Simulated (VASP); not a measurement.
# Bi (P6/mmm) in VASP: further runs, part 2 of 2

VASP 6.6.1. Earlier steps stand in the parts before.

### 3 Single point, RPBE (30.30 Å³/atom)

This run uses another cell than the first one, of 30.30 Å³/atom.

INCAR reads:

```
PREC = Accurate
ENCUT = 520
EDIFF = 1E-6
ISMEAR = -1
SIGMA = 0.1
LREAL = F
LASPH = T
NELM = 100
ALGO = Normal
ISIF = 2
LWAVE = F
LCHARG = T
GGA = RP
LELF = T
LVHAR = T
NBANDS = 30
```

KPOINTS reads:

```
Automatic mesh
0
Gamma
  7 7 10
```

POSCAR reads:

```
Bi
1.0
    5.6322824188      0.0000000000      0.0000000000
   -2.8161412094      4.8776996560      0.0000000000
    0.0000000000      0.0000000000      3.3087633270
Bi
3
Direct
    1.0000000000      1.0000000000      0.0000000000
    0.3333333333      0.6666666667      0.5000000000
    0.6666666667      0.3333333333      0.5000000000
```

Potentials or basis: VASP PAW PBE potentials, release 64 (Bi_d).

The run is started by

```sh
> cat potpaw_PBE.64/Bi_d/POTCAR > POTCAR
> mpirun -np 1 vasp_std > vasp.out
```

OUTCAR:

```text
PREC = Accurate
   ENCUT = 520
   EDIFF = 1E-6
   ISMEAR = -1
   LREAL = F
   LASPH = T
   NELM = 100
   ISIF = 2
   GGA = RP

 ion  position               nearest neighbor table
   1  0.000  0.000  0.000-   2 3.65   3 3.65   2 3.65   3 3.65   3 3.65   3 3.65   2 3.65   2 3.65
                             3 3.65   3 3.65   2 3.65   2 3.65
   2  0.333  0.667  0.500-   3 3.25   3 3.25   3 3.25   1 3.65   1 3.65   1 3.65   1 3.65   1 3.65
                             1 3.65
   3  0.667  0.333  0.500-   2 3.25   2 3.25   2 3.25   1 3.65   1 3.65   1 3.65   1 3.65   1 3.65
                             1 3.65

  LATTYP: Found a hexagonal cell.
 ALAT       =     5.6322824188
 C/A-ratio  =     0.5874640298

  Lattice vectors:

 A1 = (   5.6322824188,   0.0000000000,   0.0000000000)
 A2 = (  -2.8161412094,   4.8776996560,   0.0000000000)
 A3 = (   0.0000000000,   0.0000000000,   3.3087633270)

Analysis of symmetry for initial positions (statically):
=====================================================================
 Subroutine PRICEL returns:
 Original cell was already a primitive cell.

 Routine SETGRP: Setting up the symmetry group for a
 hexagonal supercell.

 Subroutine GETGRP returns: Found 24 space group operations
 (whereof 24 operations were pure point group operations)
 out of a pool of 24 trial point group operations.

The static configuration has the point symmetry D_6h.

Analysis of symmetry for dynamics (positions and initial velocities):
=====================================================================
 Subroutine PRICEL returns:
 Original cell was already a primitive cell.

 Routine SETGRP: Setting up the symmetry group for a
 hexagonal supercell.

 Subroutine GETGRP returns: Found 24 space group operations
 (whereof 24 operations were pure point group operations)
 out of a pool of 24 trial point group operations.

[... 112 lines left out ...]
   PSTRESS=    0.0 pullay stress
   NELECT =      45.0000    total number of electrons
   NUPDOWN=      -1.0000    fix difference up-down
   EMIN   =  10.00;   EMAX   =-10.00  energy-range for DOS
   EFERMI =   0.00;   METHOD = LEGACY
   ISMEAR =    -1;   SIGMA  =   0.10  broadening in eV -4-tet -1-fermi 0-gaus
   EFERMI_NEDOS =   21; number of points for ismear=-14 and -15
   IALGO  =     38    algorithm
   IMIX   =      4    mixing-type and parameters
     AMIX     =   0.40;   BMIX     =  1.00
     AMIX_MAG =   1.60;   BMIX_MAG =  1.00
  volume/ion in A,a.u.               =      30.30       204.48
  Fermi-wavevector in a.u.,A,eV,Ry     =   1.295062  2.447313 22.819500  1.677186
  Thomas-Fermi vector in A             =   2.426606
   LORBIT       =      0    0 simple, 1 ext, 2 COOP (PROOUT), +10 PAW based schemes
   GGA     = RP    functional components
   LHFCALC =     F    Hartree Fock is set to
   AEXX    =    0.0000 exact exchange contribution
   IVDW    =     0    specifies the selected vdW correction
   LEPSILON=     F    determine dielectric tensor
   LRPA    =     F    only Hartree local field effects (RPA)
 non-spin polarized calculation
  energy-cutoff  :      520.00
  volume of cell :       90.90
 maximum number of plane-waves:      2478
 NGX is ok and might be reduce to    42
   NGX = 21   NGY = 21   NGZ = 13

 number of electron      44.9999997 magnetization

 Free energy of the ion-electron system (eV)
  ---------------------------------------------------
  ext. energy  EPLUGINS =         0.00000000
  ---------------------------------------------------
  free energy    TOTEN  =        -9.98545452 eV

  energy without entropy =       -9.91557739  energy(sigma->0) =       -9.95051595

 E-fermi :   8.3535     XC(G=0): -10.3330

 val. band max:        8.3421735944   @ k =   0.1429   0.1429   0.3000
 cond. band min:       8.3613501711   @ k =   0.2857   0.1429   0.1000
 fundamental gap:      0.0191765767
 Fermi energy:         8.3535321579

 k-point     1 :       0.0000    0.0000    0.0000
  band No.  band energies     occupation
      1     -14.8633      2.00000
      2     -14.7751      2.00000
      3     -14.7481      2.00000
      4     -14.7415      2.00000
      5     -14.7415      2.00000
      6     -14.6581      2.00000
[... 781 lines left out ...]
     29      15.7622      0.00000
     30      15.8668      0.00000

 [... further k-points ...]
[... 5 lines left out ...]
  --------------------------------------------------------------------------------------
  -------------------------------------------------------------------------------------
  Total        2.4178957      2.4178957      3.2024250     -0.0000000     -0.0000000      0.0000000
  in kB       42.6170081     42.6170081     56.4448555     -0.0000000     -0.0000000      0.0000000
  external PRESSURE =      47.2262905 kB  Pullay stress =       0.0000000 kB

 VOLUME and BASIS-vectors are now :
 -----------------------------------------------------------------------------
  energy-cutoff  :      520.00
  volume of cell :       90.90
      direct lattice vectors                 reciprocal lattice vectors
     5.632282419  0.000000000  0.000000000     0.177547915  0.102507337  0.000000000
    -2.816141209  4.877699656  0.000000000     0.000000000  0.205014673  0.000000000
     0.000000000  0.000000000  3.308763327     0.000000000  0.000000000  0.302227721

 POSITION                                       TOTAL-FORCE (eV/Angst)
 -----------------------------------------------------------------------------------
      0.00000      0.00000      0.00000         0.000000      0.000000     -0.000000
     -0.00000      3.25180      1.65438         0.000000     -0.000000     -0.000000
      2.81614      1.62590      1.65438        -0.000000      0.000000      0.000000
 -----------------------------------------------------------------------------------
    total drift:                                0.000000      0.000000     -0.000000

  FREE ENERGIE OF THE ION-ELECTRON SYSTEM (eV)
  ---------------------------------------------------
  free  energy   TOTEN  =        -9.9854545154 eV

  energy  without entropy=       -9.9155773906  energy(sigma->0) =       -9.95051595
```

OSZICAR:

```text
N       E                     dE             d eps       ncg     rms          rms(c)
DAV:   1     0.511096576787E+03    0.51110E+03   -0.23303E+04  2886   0.187E+03
DAV:   2     0.404121522943E+02   -0.47068E+03   -0.46107E+03  2898   0.512E+02
DAV:   3    -0.788841520592E+01   -0.48301E+02   -0.47181E+02  3362   0.178E+02
DAV:   4    -0.987581834353E+01   -0.19874E+01   -0.19819E+01  3322   0.381E+01
DAV:   5    -0.998677214015E+01   -0.11095E+00   -0.11095E+00  4436   0.817E+00    0.793E-01
DAV:   6    -0.998340050688E+01    0.33716E-02   -0.28972E-02  3362   0.181E+00    0.486E-01
DAV:   7    -0.998500101313E+01   -0.16005E-02   -0.16654E-02  3444   0.128E+00    0.145E-01
DAV:   8    -0.998543197098E+01   -0.43096E-03   -0.13623E-03  3372   0.385E-01    0.237E-02
DAV:   9    -0.998545901041E+01   -0.27039E-04   -0.10650E-04  4062   0.147E-01    0.803E-03
DAV:  10    -0.998545478810E+01    0.42223E-05   -0.98751E-06  3748   0.337E-02    0.212E-03
DAV:  11    -0.998545451541E+01    0.27269E-06   -0.57778E-07  2142   0.106E-02
   1 F= -.99854545E+01 E0= -.99505160E+01  d E =-.698771E-01
```

stdout:

```text
POSCAR found type information on POSCAR Bi
 POSCAR found :  1 types and       3 ions
 scaLAPACK will be used
 -----------------------------------------------------------------------------
|                                                                             |
|                                                                             |
|     You enforced a specific xc type in the INCAR file but a different       |
|     I HOPE YOU KNOW WHAT YOU ARE DOING!                                     |
|                                                                             |
 -----------------------------------------------------------------------------

 LDA part: xc-table for (Slater+PW92), standard interpolation
 POSCAR, INCAR and KPOINTS ok, starting setup
 FFT: planning ... GRIDC
 FFT: planning ... GRID_SOFT
 FFT: planning ... GRID
 WAVECAR not read
 entering main loop
```

Wall time 46 s (1 thread of Intel Xeon 6975P-C (Granite Rapids), shared host); peak memory 0.25 GiB.

Results:

```yaml
Free_energy: -9.9855 eV
Pressure: 4.7 GPa
Band_gap_on_the_k_mesh: zero (an odd number of electrons rules out a gap without spin polarisation)
```

Caveat: the cell stands under pressure; the PAW data sets were made with another functional, which shifts forces and pressure a little; spin-orbit coupling is left out, which moves the levels of the heavy elements.
